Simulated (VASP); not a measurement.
# Ge (Cmmm) in VASP: single point with r2SCAN

Aim: the single point of Ge with r2SCAN.

All numbers are computed with VASP 6.6.1; they aren't measurements. Logs are shortened: lines on timing, memory, paths and dates and some standing lists are left out, and cuts for length are marked.

## Step 1: The cell of the first run

The structure is orthorhombic, space group Cmmm (No. 65). Conventional cell: a = 2.774 Å, b = 5.101 Å, c = 2.646 Å, α = 90.00°, β = 90.00°, γ = 90.00°. Ge (site symmetry mmm) has 8 Ge at 2.65 to 2.90 Å within 3.5 Å.

## Step 2: Single point, r2SCAN

POSCAR reads:

```
Ge
1.0
    1.3867709386     -2.5504887059      0.0000000000
    1.3867709386      2.5504887059      0.0000000000
    0.0000000000      0.0000000000      2.6462165275
Ge
1
Direct
    0.5000000000      0.5000000000      0.0000000000
```

INCAR.step1 reads:

```
PREC = Accurate
ENCUT = 520
ISMEAR = 0
SIGMA = 0.15
LREAL = False
LASPH = True
NELM = 80
NBANDS = 13
GGA = PE
ALGO = Normal
EDIFF = 1E-4
LWAVE = True
LCHARG = False
```

INCAR.step2 reads:

```
PREC = Accurate
ENCUT = 520
EDIFF = 1E-6
ISMEAR = 0
SIGMA = 0.15
LREAL = False
LASPH = True
NELM = 80
ALGO = Normal
ISIF = 2
LWAVE = False
LCHARG = False
METAGGA = R2SCAN
LMIXTAU = True
NBANDS = 13
ISTART = 1
```

KPOINTS reads:

```
regular mesh
0
Gamma
  24 24 22
```

Potentials or basis: VASP PAW PBE potentials, release 64 (Ge_d).

Run with:

```sh
$ cat potpaw_PBE.64/Ge_d/POTCAR > POTCAR
$ cp INCAR.step1 INCAR
$ mpirun -np 1 vasp_std > vasp.out
$ cp INCAR.step2 INCAR
$ mpirun -np 1 vasp_std > vasp.out
```

OUTCAR:

```text
PREC = Accurate
   ENCUT = 520
   EDIFF = 1E-6
   ISMEAR = 0
   LREAL = False
   LASPH = True
   NELM = 80
   ISIF = 2
   METAGGA = R2SCAN
   ISTART = 1

 ion  position               nearest neighbor table
   1  0.500  0.500  0.000-

  LATTYP: Found a base centered orthorhombic cell.
 ALAT       =     2.7735418772
 B/A-ratio  =     1.8391564424
 C/A-ratio  =     0.9540928692

  Lattice vectors:

 A1 = (   1.3867709386,  -2.5504887059,   0.0000000000)
 A2 = (   1.3867709386,   2.5504887059,   0.0000000000)
 A3 = (   0.0000000000,   0.0000000000,   2.6462165275)

Analysis of symmetry for initial positions (statically):
=====================================================================
 Subroutine PRICEL returns:
 Original cell was already a primitive cell.

 Routine SETGRP: Setting up the symmetry group for a
 base centered orthorhombic supercell.

 Subroutine GETGRP returns: Found  8 space group operations
 (whereof  8 operations were pure point group operations)
 out of a pool of  8 trial point group operations.

The static configuration has the point symmetry D_2h.

Analysis of symmetry for dynamics (positions and initial velocities):
=====================================================================
 Subroutine PRICEL returns:
 Original cell was already a primitive cell.

 Routine SETGRP: Setting up the symmetry group for a
 base centered orthorhombic supercell.

 Subroutine GETGRP returns: Found  8 space group operations
 (whereof  8 operations were pure point group operations)
 out of a pool of  8 trial point group operations.

The dynamic configuration has the point symmetry D_2h.

 Subroutine INISYM returns: Found  8 space group operations
 (whereof  8 operations are pure point group operations),
 and found     1 'primitive' translations

----------------------------------------------------------------------------------------

                                     Primitive cell

  volume of cell :      18.7190

  direct lattice vectors                    reciprocal lattice vectors
     1.386770939 -2.550488706  0.000000000     0.360549811 -0.196040860  0.000000000
     1.386770939  2.550488706  0.000000000     0.360549811  0.196040860  0.000000000
     0.000000000  0.000000000  2.646216528     0.000000000  0.000000000  0.377898025

  length of vectors
     2.903123538  2.903123538  2.646216528     0.410400031  0.410400031  0.377898025

  position of ions in fractional coordinates (direct lattice)
     0.500000000  0.500000000  0.000000000

  ion indices of the primitive-cell ions
   primitive index   ion index
                 1           1

[... 85 lines left out ...]
   EFERMI =   0.00;   METHOD = LEGACY
   ISMEAR =     0;   SIGMA  =   0.15  broadening in eV -4-tet -1-fermi 0-gaus
   EFERMI_NEDOS =   21; number of points for ismear=-14 and -15
   IALGO  =     38    algorithm
   IMIX   =      4    mixing-type and parameters
     AMIX     =   0.40;   BMIX     =  1.00
     AMIX_MAG =   1.60;   BMIX_MAG =  1.00
  volume/ion in A,a.u.               =      18.72       126.32
  Fermi-wavevector in a.u.,A,eV,Ry     =   1.486014  2.808160 30.044911  2.208239
  Thomas-Fermi vector in A             =   2.599354
   LORBIT       =      0    0 simple, 1 ext, 2 COOP (PROOUT), +10 PAW based schemes
   METAGGA = R2SCAN    functional components
   LHFCALC =     F    Hartree Fock is set to
   AEXX    =    0.0000 exact exchange contribution
   IVDW    =     0    specifies the selected vdW correction
   LEPSILON=     F    determine dielectric tensor
   LRPA    =     F    only Hartree local field effects (RPA)
 non-spin polarized calculation
 Gauss-broadening in eV      SIGMA  =   0.15
  energy-cutoff  :      520.00
  volume of cell :       18.72
 maximum number of plane-waves:       516
 NGX is ok and might be reduce to    24
   NGX = 11   NGY = 11   NGZ =  9

 number of electron      13.9999993 magnetization

 Free energy of the ion-electron system (eV)
  ---------------------------------------------------
  ext. energy  EPLUGINS =         0.00000000
  ---------------------------------------------------
  free energy    TOTEN  =       -13.48855314 eV

  energy without entropy =      -13.48428812  energy(sigma->0) =      -13.48642063

 E-fermi :   6.6300     XC(G=0): -12.3410

 val. band max:        6.6272600681   @ k =   0.4583   0.2917   0.5000
 cond. band min:       6.6397240258   @ k =   0.4167   0.2083   0.4091
 fundamental gap:      0.0124639577
 Fermi energy:         6.6300003312

 k-point     1 :       0.0000    0.0000    0.0000
  band No.  band energies     occupation
      1     -18.9329      2.00000
      2     -18.8459      2.00000
      3     -18.7953      2.00000
      4     -18.6629      2.00000
      5     -18.6468      2.00000
      6      -7.2924      2.00000
      7      14.0280      0.00000
      8      14.5315      0.00000
      9      15.8827      0.00000
     10      17.4681      0.00000
     11      20.3441      0.00000
     12      22.4343      0.00000
     13      23.2174      0.00000
[... 354 lines left out ...]
  band No.  band energies     occupation
      1     -18.9004      2.00000
      2     -18.8052      2.00000
      3     -18.7115      2.00000
      4     -18.6787      2.00000
      5     -18.6748      2.00000
      6      -1.7832      2.00000
      7       0.8643      2.00000
      8       9.9497      0.00000
      9      15.1825      0.00000
     10      18.3279      0.00000
     11      24.3133      0.00000
     12      24.8326      0.00000
     13      25.1888      0.00000

 [... further k-points ...]

------------------------ aborting loop because EDIFF is reached ----------------------------------------

  FORCE on cell =-STRESS in cart. coord.  units (eV):
  Direction    XX          YY          ZZ          XY          YZ          ZX
  --------------------------------------------------------------------------------------
  -------------------------------------------------------------------------------------
  Total        0.1149358     -0.1887793     -0.0010742      0.0000000      0.0000000      0.0000000
  in kB        9.8374443    -16.1577717     -0.0919435      0.0000000      0.0000000      0.0000000
  external PRESSURE =      -2.1374236 kB  Pullay stress =       0.0000000 kB

 VOLUME and BASIS-vectors are now :
 -----------------------------------------------------------------------------
  energy-cutoff  :      520.00
  volume of cell :       18.72
      direct lattice vectors                 reciprocal lattice vectors
     1.386770939 -2.550488706  0.000000000     0.360549811 -0.196040860  0.000000000
     1.386770939  2.550488706  0.000000000     0.360549811  0.196040860  0.000000000
     0.000000000  0.000000000  2.646216528     0.000000000  0.000000000  0.377898025

 POSITION                                       TOTAL-FORCE (eV/Angst)
 -----------------------------------------------------------------------------------
      1.38677      0.00000      0.00000         0.000000     -0.000000      0.000000
 -----------------------------------------------------------------------------------
    total drift:                               -0.000000     -0.000000     -0.000000

  FREE ENERGIE OF THE ION-ELECTRON SYSTEM (eV)
  ---------------------------------------------------
  free  energy   TOTEN  =       -13.4885531418 eV

  energy  without entropy=      -13.4842881192  energy(sigma->0) =      -13.48642063
```

OSZICAR.step1:

```text
N       E                     dE             d eps       ncg     rms          rms(c)
DAV:   1     0.626929568442E+02    0.62693E+02   -0.70957E+03 52805   0.298E+03
DAV:   2     0.110278104584E+01   -0.61590E+02   -0.58710E+02 52109   0.409E+02
DAV:   3    -0.420343280188E+01   -0.53062E+01   -0.52816E+01 55747   0.705E+01
DAV:   4    -0.427541422338E+01   -0.71981E-01   -0.71971E-01 56429   0.892E+00
DAV:   5    -0.427612324594E+01   -0.70902E-03   -0.70902E-03 56948   0.979E-01    0.142E+00
DAV:   6    -0.426916815851E+01    0.69551E-02   -0.66602E-03 61541   0.189E+00    0.807E-01
DAV:   7    -0.426645003464E+01    0.27181E-02   -0.53516E-03 65492   0.143E+00    0.744E-02
DAV:   8    -0.426637377829E+01    0.76256E-04   -0.66534E-04 59119   0.593E-01
   1 F= -.42663738E+01 E0= -.42641201E+01  d E =-.450739E-02
```

It took 10 min on 1 thread of AMD EPYC 9R45 (Zen 5), shared host; peak memory 0.46 GiB.

Results:

| Item | Value |
| --- | --- |
| Free energy | -13.4886 eV |
| Pressure | -0.2 GPa |
| Band gap on the k mesh | zero (bands 7 and 8 overlap by 11.16 eV) |

Levels at points of the mesh, in eV from the Fermi level:
| k point | band 3 | band 4 | band 5 | band 6 | band 7 | band 8 | band 9 | band 10 | band 11 | band 12 |
| --- | --- | --- | --- | --- | --- | --- | --- | --- | --- | --- |
| (0.00, 0.00, 0.00) | -25.43 | -25.29 | -25.28 | -13.92 | 7.40 | 7.90 | 9.25 | 10.84 | 13.71 | 15.80 |
| (0.50, 0.00, 0.00) | -25.34 | -25.31 | -25.30 | -8.35 | -5.91 | 3.74 | 8.05 | 11.71 | 18.03 | 18.13 |
| (0.50, 0.50, 0.00) | -25.34 | -25.32 | -25.29 | -9.14 | -6.10 | 5.36 | 9.52 | 11.08 | 17.49 | 17.77 |
| (0.00, 0.00, 0.50) | -25.38 | -25.36 | -25.32 | -9.67 | -6.26 | 11.24 | 12.60 | 17.36 | 17.65 | 18.47 |
| (0.50, 0.00, 0.50) | -25.40 | -25.30 | -25.20 | -3.52 | -2.59 | -1.99 | 3.98 | 7.02 | 12.63 | 14.07 |
| (0.50, 0.50, 0.50) | -25.38 | -25.31 | -25.21 | -4.43 | -2.74 | -2.57 | 3.65 | 8.67 | 14.28 | 15.69 |

Caveat: the PAW data sets were made with another functional, which shifts forces and pressure a little.
